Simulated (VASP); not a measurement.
# C (P6_3/mmc) in VASP: notebook, part 2 of 3

VASP 6.6.1. Earlier steps stand in the parts before.

### 3 Single point, RPBE (volume scaled by 1.12)

File INCAR:

```
PREC = Accurate
ENCUT = 520
EDIFF = 1E-6
ISMEAR = -1
SIGMA = 0.05
LREAL = False
LASPH = True
NELM = 60
ALGO = Normal
ISIF = 2
LWAVE = False
LCHARG = True
GGA = RP
LELF = True
LVHAR = True
NBANDS = 16
```

File KPOINTS:

```
regular mesh
0
Gamma
  12 12 7
```

File POSCAR:

```
C
1.0
    2.6209528306      0.0000000000      0.0000000000
   -1.3104764153      2.2698117334      0.0000000000
    0.0000000000      0.0000000000      4.3606524499
C
4
Direct
    0.3333333333      0.6666666667      0.0626895848
    0.6666666667      0.3333333333      0.5626895848
    0.3333333333      0.6666666667      0.4373104152
    0.6666666667      0.3333333333      0.9373104152
```

Potentials or basis: VASP PAW PBE potentials, release 64 (C).

Started as:

```console
$ cat potpaw_PBE.64/C/POTCAR > POTCAR
$ mpirun -np 1 vasp_std > vasp.out
```

OUTCAR:

```text
PREC = Accurate
   ENCUT = 520
   EDIFF = 1E-6
   ISMEAR = -1
   LREAL = False
   LASPH = True
   NELM = 60
   ISIF = 2
   GGA = RP

 ion  position               nearest neighbor table
   1  0.333  0.667  0.063-   4 1.61   4 1.61   4 1.61   3 1.63
   2  0.667  0.333  0.563-   3 1.61   3 1.61   3 1.61   4 1.63
   3  0.333  0.667  0.437-   2 1.61   2 1.61   2 1.61   1 1.63
   4  0.667  0.333  0.937-   1 1.61   1 1.61   1 1.61   2 1.63

  LATTYP: Found a hexagonal cell.
 ALAT       =     2.6209528306
 C/A-ratio  =     1.6637660926

  Lattice vectors:

 A1 = (   2.6209528306,   0.0000000000,   0.0000000000)
 A2 = (  -1.3104764153,   2.2698117334,   0.0000000000)
 A3 = (   0.0000000000,   0.0000000000,   4.3606524499)

Analysis of symmetry for initial positions (statically):
=====================================================================
 Subroutine PRICEL returns:
 Original cell was already a primitive cell.

 Routine SETGRP: Setting up the symmetry group for a
 hexagonal supercell.

 Subroutine GETGRP returns: Found 24 space group operations
 (whereof 12 operations were pure point group operations)
 out of a pool of 24 trial point group operations.

The static configuration has the point symmetry D_3d.
 The point group associated with its full space group is D_6h.

Analysis of symmetry for dynamics (positions and initial velocities):
=====================================================================
 Subroutine PRICEL returns:
 Original cell was already a primitive cell.

 Routine SETGRP: Setting up the symmetry group for a
 hexagonal supercell.

 Subroutine GETGRP returns: Found 24 space group operations
 (whereof 12 operations were pure point group operations)
 out of a pool of 24 trial point group operations.

The dynamic configuration has the point symmetry D_3d.
 The point group associated with its full space group is D_6h.

 Subroutine INISYM returns: Found 24 space group operations
 (whereof 12 operations are pure point group operations),
 and found     1 'primitive' translations

----------------------------------------------------------------------------------------

                                     Primitive cell

  volume of cell :      25.9418

  direct lattice vectors                    reciprocal lattice vectors
     2.620952831  0.000000000  0.000000000     0.381540632  0.220282587  0.000000000
    -1.310476415  2.269811733  0.000000000     0.000000000  0.440565173  0.000000000
     0.000000000  0.000000000  4.360652450     0.000000000  0.000000000  0.229323481

  length of vectors
     2.620952831  2.620952831  4.360652450     0.440565173  0.440565173  0.229323481

  position of ions in fractional coordinates (direct lattice)
     0.333333333  0.666666667  0.062689585
     0.666666667  0.333333333  0.562689585
     0.333333333  0.666666667  0.437310415
     0.666666667  0.333333333  0.937310415

  ion indices of the primitive-cell ions
   primitive index   ion index
                 1           1
                 2           2
                 3           3
                 4           4

[... 25 lines left out ...]

 Following reciprocal coordinates:
            Coordinates               Weight
  0.000000  0.000000  0.000000      1.000000
  0.083333  0.000000  0.000000      6.000000
  0.166667 -0.000000  0.000000      6.000000
  0.250000 -0.000000  0.000000      6.000000
  0.333333 -0.000000  0.000000      6.000000
  0.416667  0.000000  0.000000      6.000000
[... 16 lines left out ...]
  0.250000 -0.000000  0.142857     12.000000
  0.333333 -0.000000  0.142857     12.000000
 [... further k-points ...]
   k-points           NKPTS =     76   k-points in BZ     NKDIM =     76   number of bands    NBANDS=     16
   number of dos      NEDOS =    301   number of ions     NIONS =      4
   total plane-waves  NPLWV =  12800
   dimension x,y,z NGX =    20 NGY =   20 NGZ =   32
   dimension x,y,z NGXF=    40 NGYF=   40 NGZF=   64
   ions per type =               4
   NGX,Y,Z   is equivalent  to a cutoff of  12.69, 12.69, 12.20 a.u.
   NGXF,Y,Z  is equivalent  to a cutoff of  25.37, 25.37, 24.40 a.u.
 SYSTEM =  unknown system
   PREC   = accura    normal or accurate (medium, high low for compatibility)
   ISTART =      0    job   : 0-new  1-cont  2-samecut
   ICHARG =      2    charge: 1-file 2-atom 10-const
   ISPIN  =      1    spin polarized calculation?
   LNONCOLLINEAR =      F non collinear calculations
   LSORBIT =      F    spin-orbit coupling
   LASPH  =      T    aspherical Exc in radial PAW
   ENCUT  =  520.0 eV  38.22 Ry    6.18 a.u.   4.87  4.87  8.11*2*pi/ulx,y,z
   NELM   =     60;   NELMIN=  2; NELMDL= -5     # of ELM steps
   EDIFF  = 0.1E-05   stopping-criterion for ELM
   LREAL  =      F    real-space projection
   EDIFFG = 0.1E-04   stopping-criterion for IOM
   NSW    =      0    number of steps for IOM
   IBRION =     -1    ionic relax: 0-MD 1-quasi-New 2-CG
   NFREE  =      0    steps in history (QN), initial steepest desc. (CG)
   ISIF   =      2    stress and relaxation
   ISYM   =      2    0-nonsym 1-usesym 2-fastsym
   POTIM  = 0.5000    time-step for ionic-motion
   TEBEG  =    0.0;   TEEND  =   0.0 temperature during run
   PSTRESS=    0.0 pullay stress
   NELECT =      16.0000    total number of electrons
   NUPDOWN=      -1.0000    fix difference up-down
   EMIN   =  10.00;   EMAX   =-10.00  energy-range for DOS
   EFERMI =   0.00;   METHOD = LEGACY
   ISMEAR =    -1;   SIGMA  =   0.05  broadening in eV -4-tet -1-fermi 0-gaus
   EFERMI_NEDOS =   21; number of points for ismear=-14 and -15
   IALGO  =     38    algorithm
   IMIX   =      4    mixing-type and parameters
     AMIX     =   0.40;   BMIX     =  1.00
     AMIX_MAG =   1.60;   BMIX_MAG =  1.00
  volume/ion in A,a.u.               =       6.49        43.77
  Fermi-wavevector in a.u.,A,eV,Ry     =   1.393525  2.633380 26.421302  1.941911
  Thomas-Fermi vector in A             =   2.517162
   LORBIT       =      0    0 simple, 1 ext, 2 COOP (PROOUT), +10 PAW based schemes
   GGA     = RP    functional components
   LHFCALC =     F    Hartree Fock is set to
   AEXX    =    0.0000 exact exchange contribution
   IVDW    =     0    specifies the selected vdW correction
   LEPSILON=     F    determine dielectric tensor
   LRPA    =     F    only Hartree local field effects (RPA)
 non-spin polarized calculation
  energy-cutoff  :      520.00
  volume of cell :       25.94
 maximum number of plane-waves:       717
 NGX is ok and might be reduce to    20
   NGX =  9   NGY =  9   NGZ = 17

 number of electron      16.0000001 magnetization

 Free energy of the ion-electron system (eV)
  ---------------------------------------------------
  ext. energy  EPLUGINS =         0.00000000
  ---------------------------------------------------
  free energy    TOTEN  =       -34.01753413 eV

  energy without entropy =      -34.01753413  energy(sigma->0) =      -34.01753413

 E-fermi :   9.1202     XC(G=0): -12.4804

 val. band max:        8.2319956493   @ k =   0.0000   0.0000   0.0000
 cond. band min:      12.0182170644   @ k =   0.3333   0.3333   0.0000
 fundamental gap:      3.7862214151
 Fermi energy:         9.1201932054

 k-point     1 :       0.0000    0.0000    0.0000
  band No.  band energies     occupation
      1     -11.8482      2.00000
      2      -6.9951      2.00000
      3      -3.9977      2.00000
      4       5.5299      2.00000
      5       5.5299      2.00000
      6       7.8563      2.00000
[... 433 lines left out ...]
      3      -2.2738      2.00000
      4      -0.2537      2.00000
      5       1.5856      2.00000
      6       3.2201      2.00000
[... 8 lines left out ...]
     15      21.3146      0.00000
     16      23.2500      0.00000

 [... further k-points ...]

------------------------ aborting loop because EDIFF is reached ----------------------------------------

  FORCE on cell =-STRESS in cart. coord.  units (eV):
  Direction    XX          YY          ZZ          XY          YZ          ZX
  --------------------------------------------------------------------------------------
  -------------------------------------------------------------------------------------
  Total       -6.1511057     -6.1511057     -6.2414492      0.0000000     -0.0000000     -0.0000000
  in kB     -379.8947192   -379.8947192   -385.4743669      0.0000000     -0.0000000     -0.0000000
  external PRESSURE =    -381.7546018 kB  Pullay stress =       0.0000000 kB

 VOLUME and BASIS-vectors are now :
 -----------------------------------------------------------------------------
  energy-cutoff  :      520.00
  volume of cell :       25.94
      direct lattice vectors                 reciprocal lattice vectors
     2.620952831  0.000000000  0.000000000     0.381540632  0.220282587  0.000000000
    -1.310476415  2.269811733  0.000000000     0.000000000  0.440565173  0.000000000
     0.000000000  0.000000000  4.360652450     0.000000000  0.000000000  0.229323481

 POSITION                                       TOTAL-FORCE (eV/Angst)
 -----------------------------------------------------------------------------------
     -0.00000      1.51321      0.27337        -0.000000      0.000000     -0.111058
      1.31048      0.75660      2.45369        -0.000000     -0.000000     -0.111058
     -0.00000      1.51321      1.90696        -0.000000      0.000000      0.111058
      1.31048      0.75660      4.08728         0.000000     -0.000000      0.111058
 -----------------------------------------------------------------------------------
    total drift:                               -0.000000      0.000000     -0.000000

  FREE ENERGIE OF THE ION-ELECTRON SYSTEM (eV)
  ---------------------------------------------------
  free  energy   TOTEN  =       -34.0175341320 eV

  energy  without entropy=      -34.0175341320  energy(sigma->0) =      -34.01753413
```

OSZICAR:

```text
N       E                     dE             d eps       ncg     rms          rms(c)
DAV:   1     0.222522158304E+02    0.22252E+02   -0.80414E+03  2432   0.953E+02
DAV:   2    -0.328106149042E+02   -0.55063E+02   -0.50512E+02  3328   0.180E+02
DAV:   3    -0.347143702219E+02   -0.19038E+01   -0.18965E+01  3232   0.289E+01
DAV:   4    -0.347226552049E+02   -0.82850E-02   -0.82841E-02  2816   0.236E+00
DAV:   5    -0.347226952537E+02   -0.40049E-04   -0.40049E-04  3128   0.151E-01    0.677E+00
DAV:   6    -0.341854447447E+02    0.53725E+00   -0.33803E-01  2712   0.352E+00    0.410E+00
DAV:   7    -0.340129109418E+02    0.17253E+00   -0.42151E-01  3040   0.415E+00    0.743E-01
DAV:   8    -0.340171733813E+02   -0.42624E-02   -0.10583E-02  2816   0.658E-01    0.801E-02
DAV:   9    -0.340174716759E+02   -0.29829E-03   -0.54192E-04  3224   0.162E-01    0.377E-02
DAV:  10    -0.340175326832E+02   -0.61007E-04   -0.87184E-05  2648   0.722E-02    0.868E-03
DAV:  11    -0.340175339308E+02   -0.12476E-05   -0.25224E-06  3344   0.121E-02    0.127E-03
DAV:  12    -0.340175341320E+02   -0.20123E-06   -0.40805E-07  1856   0.527E-03
   1 F= -.34017534E+02 E0= -.34017534E+02  d E =-.757874E-10
```

Run time: 20 s. Hardware: 1 thread of AMD EPYC 7R13 (Zen 3), shared host; peak memory 0.11 GiB.

What came out:

* Free energy: -34.0175 eV
* Pressure: -38.2 GPa
* Largest force: 0.111 eV/Å
* Band gap on the k mesh: 3.79 eV, indirect (least direct gap 4.74 eV)

Forces on the atoms (eV/Å):
```
C    0.000  0.000 -0.111
C    0.000  0.000 -0.111
C    0.000  0.000  0.111
C    0.000  0.000  0.111
```

Caveat: the PAW data sets were made with another functional, which shifts forces and pressure a little. A k mesh can miss the band edges.

(Continued in part 3 of 3.)
